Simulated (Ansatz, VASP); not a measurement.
# LuAl4Pt in VASP and in Ansatz

The input INCAR:

```
ALGO = Fast ; EDIFF = 1E-6
ENCUT = 520 ; GGA = PE
ISIF = 2 ; ISMEAR = 0
LASPH = True ; LCHARG = False
LREAL = False ; LWAVE = False
NBANDS = 32 ; NELM = 100
PREC = Accurate ; SIGMA = 0.1
```

The input KPOINTS:

```
k-points
0
Gamma
  6 6 2
```

The input POSCAR:

```
LuAl4Pt
1.0
    3.6401827900      0.0000000000      0.0000000000
   -1.8200913900      3.1524907700      0.0000000000
    0.0000000000      0.0000000000      7.7819571800
Lu Al Pt
1 4 1
Direct
    0.0000000000      0.0000000000      0.0000000000
    0.3333333300      0.6666666700      0.7407687300
    0.3333333300      0.6666666700      0.2592312700
    0.6666666700      0.3333333300      0.7407687300
    0.6666666700      0.3333333300      0.2592312700
    0.0000000000      0.0000000000      0.5000000000
```

Input for Ansatz:

```yaml
crystal:
  lattice:
    - [3.64018279, 0.0, 0.0]
    - [-1.82009139, 3.15249077, 0.0]
    - [0.0, 0.0, 7.78195718]
  atoms:
    - { symbol: Lu, position: [0.0, 0.0, 0.0] }
    - { symbol: Al, position: [0.33333333, 0.66666667, 0.74076873] }
    - { symbol: Al, position: [0.33333333, 0.66666667, 0.25923127] }
    - { symbol: Al, position: [0.66666667, 0.33333333, 0.74076873] }
    - { symbol: Al, position: [0.66666667, 0.33333333, 0.25923127] }
    - { symbol: Pt, position: [0.0, 0.0, 0.5] }
basis:
  ecutwfc: 420
kpoints:
  mp_grid: { grid: [6, 6, 2] }
hamiltonian:
  xc: pbe
scf:
  occupations: { method: gaussian, width: 0.1 }
  lower_state_search: "off"
output:
  forces: true
  stress: true
  eigenvalues: true
```

Change from the starting cell: species swapped into the TiNbB4 type (P6/mmm, No. 191).

Alike in both runs: task single point; functional PBE; k mesh 6 × 6 × 2; occupations gaussian, width 0.1 eV; no spin polarisation.

|  | VASP | Ansatz |
| --- | --- | --- |
| version | VASP 6.6.1 | Ansatz 0.2.0 |
| potentials or method | VASP PAW PBE potentials, release 64 (Lu, Al, Pt), cutoff 520 eV | scalar-relativistic, plane waves, PAW |
| valence electrons in the cell | 47 | 55 |

|  | VASP | Ansatz | Ansatz less VASP |
| --- | --- | --- | --- |
| gap on the k mesh at the Fermi level (eV) | none | none | - |
| rms of the force components (eV/Å) | 0.554 | 0.541 | -0.0132 |

Atom by atom the forces differ by 0.013 eV/Å (rms over components). A gap of «none» marks a metal or a gap that the smearing closes. With one functional, cell and mesh, what is left measures potentials, basis and numerics. VASP's potentials hold 47 valence electrons a cell and Ansatz's 55, so a difference there can come from the potentials and not from the codes.

The k mesh is coarse, so the values compare programs but aren't converged. Neither program's run includes spin-orbit coupling.
